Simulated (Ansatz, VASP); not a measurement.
CsCl: VASP beside Ansatz

```
CELL_PARAMETERS angstrom
3.96923 0.00000 0.00000
0.00000 3.96923 0.00000
0.00000 0.00000 3.96923
ATOMIC_POSITIONS crystal
Cs 0.00000 0.00000 0.00000
Cl 0.50000 0.50000 0.50000
```

Change from the starting cell: unstrained.

Alike in both runs: task single point; functional LDA; k mesh 6 × 6 × 6; non-collinear spin, spin-orbit coupling.

|  | VASP | Ansatz |
| --- | --- | --- |
| version | VASP 6.6.1 | Ansatz 0.2.0 |
| potentials or method | VASP PAW LDA potentials, release 64 (Cs_sv, Cl), cutoff 500 eV | all-electron LAPW |
| occupations | gaussian, width 0.01 eV | fixed |

```tsv
	VASP	Ansatz	Ansatz less VASP
pressure (GPa)	0.1	0.0	-0.09
net moment per atom (μB)	0.00	0.00	0.000
```

LDA's correlation is that of Perdew and Zunger in VASP and of Perdew and Wang (1992) in Ansatz. Ansatz ran all-electron here, and VASP with PAW potentials.
